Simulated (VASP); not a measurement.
A run of VASP 6.6.1 is set up as follows.

File INCAR:

```
SYSTEM = Si2B2C
PREC = Accurate
ENCUT = 520
EDIFF = 1E-6
ISMEAR = 0
SIGMA = 0.1
LREAL = .FALSE.
LASPH = .TRUE.
NELM = 80
ALGO = Normal
ISIF = 2
LWAVE = .FALSE.
LCHARG = .FALSE.
GGA = PE
NBANDS = 17
```

KPOINTS

```
Automatic mesh
0
G
  6 6 4
  0 0 0
```

File POSCAR:

```
Si2B2C
1.0
    3.4107117574      0.0000000000      0.0000000000
   -1.7053558787      2.9537630269      0.0000000000
    0.0000000000      0.0000000000      5.3176931517
Si B C
2 2 1
Direct
    0.3333333333      0.6666666667      0.6927113034
    0.6666666667      0.3333333333      0.3072886966
    0.3333333333      0.6666666667      0.2510487376
    0.6666666667      0.3333333333      0.7489512624
    0.0000000000      0.0000000000      0.0000000000
```

Potentials or basis: VASP PAW PBE potentials, release 64 (Si, B, C).

Run with:

```console
$ cat potpaw_PBE.64/Si/POTCAR potpaw_PBE.64/B/POTCAR potpaw_PBE.64/C/POTCAR > POTCAR
$ mpirun -np 1 vasp_std > vasp.out
```

(1) Estimate the largest force.

(2) Predict the pressure.

Results:

(1) 0.014 eV/Å.

(2) -0.2 GPa.
